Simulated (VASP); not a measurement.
Input of a VASP 6.6.1 run:

INCAR

```
PREC = Accurate
ENCUT = 570
EDIFF = 1E-6
ISMEAR = -1
SIGMA = 0.02
LREAL = False
LASPH = True
NELM = 120
ALGO = Normal
ISIF = 2
LWAVE = False
LCHARG = False
GGA = PE
NBANDS = 22
GGA_COMPAT = False
```

Contents of KPOINTS:

```
Automatic mesh
0
Gamma
  12 12 6
```

POSCAR

```
PtS2
1.0
    3.4574137688      0.0000000000      0.0000000000
   -1.7287068844      2.9942081552      0.0000000000
    0.0000000000      0.0000000000      4.9855387530
Pt S
1 2
Direct
    0.0000000000      0.0000000000      0.0000000000
    0.3333333333      0.6666666667      0.2539826230
    0.6666666667      0.3333333333      0.7460173770
```

Potentials or basis: VASP PAW PBE potentials, release 64 (Pt_sv_GW, S).

The run is started by

```sh
$ cat potpaw_PBE.64/Pt_sv_GW/POTCAR potpaw_PBE.64/S/POTCAR > POTCAR
$ mpirun -np 1 vasp_std > vasp.out
```

(1) What does it give for the largest force?

(2) Predict the band gap on the k mesh.

## Answers

(1) 0.114 eV/Å.

(2) 0.57 eV (least direct gap 0.81 eV).

Caveat: the cell differs from its parent crystal (strain -2.7%); spin-orbit coupling is left out, which moves the levels of the heavy elements.
